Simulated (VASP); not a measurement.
Wanted: the native input for a VASP 6.6.1 run.

```
Task                   : single point
Functional             : PBEsol
Potentials or basis    : VASP PAW PBE potentials, release 64 (Li_sv, S)
Cutoff                 : 750 eV
k mesh                 : 8 × 8 × 8
Occupations            : gaussian, width 0.01 eV
Spin                   : no spin polarisation
Dipole correction      : no
Further INCAR settings : ALGO = Normal; EDIFF = 1e-06; NBANDS = 13
```

The structure of Li2S lies in POSCAR:

```
Li2S
1.0
    2.6710725593      2.6710725593      0.0000000000
   -2.6710725593      2.6710725593      0.0000000000
    0.0000000000      2.6710725593      2.6710725593
Li S
2 1
Direct
    0.2500000000      0.7500000000      0.5000000000
    0.7500000000      0.2500000000      0.5000000000
    0.0000000000      0.0000000000      0.0000000000
```

These files were run (other wordings do the same):

INCAR

```
PREC = Accurate ; ENCUT = 750
EDIFF = 1E-6 ; ISMEAR = 0
SIGMA = 0.01 ; LREAL = False
LASPH = True ; NELM = 120
ALGO = Normal ; ISIF = 2
LWAVE = False ; LCHARG = True
GGA = PS ; LELF = True
LVHAR = True ; NBANDS = 13
GGA_COMPAT = False
```

KPOINTS

```
Automatic mesh
0
Gamma
  8 8 8
```

Potentials or basis: VASP PAW PBE potentials, release 64 (Li_sv, S).

The run is started by

```console
$ cat potpaw_PBE.64/Li_sv/POTCAR potpaw_PBE.64/S/POTCAR > POTCAR
$ mpirun -np 1 vasp_std > vasp.out
```

It gave:

| Item | Value |
| --- | --- |
| Pressure | 10.1 GPa |
| Band gap on the k mesh | 3.02 eV, indirect (least direct gap 4.91 eV) |

Caveat: the PAW data sets were made with another functional, which shifts forces and pressure a little.

Run time: 28 s on 1 thread of Intel Xeon 8259CL (shared host), peak memory 0.2 GiB.
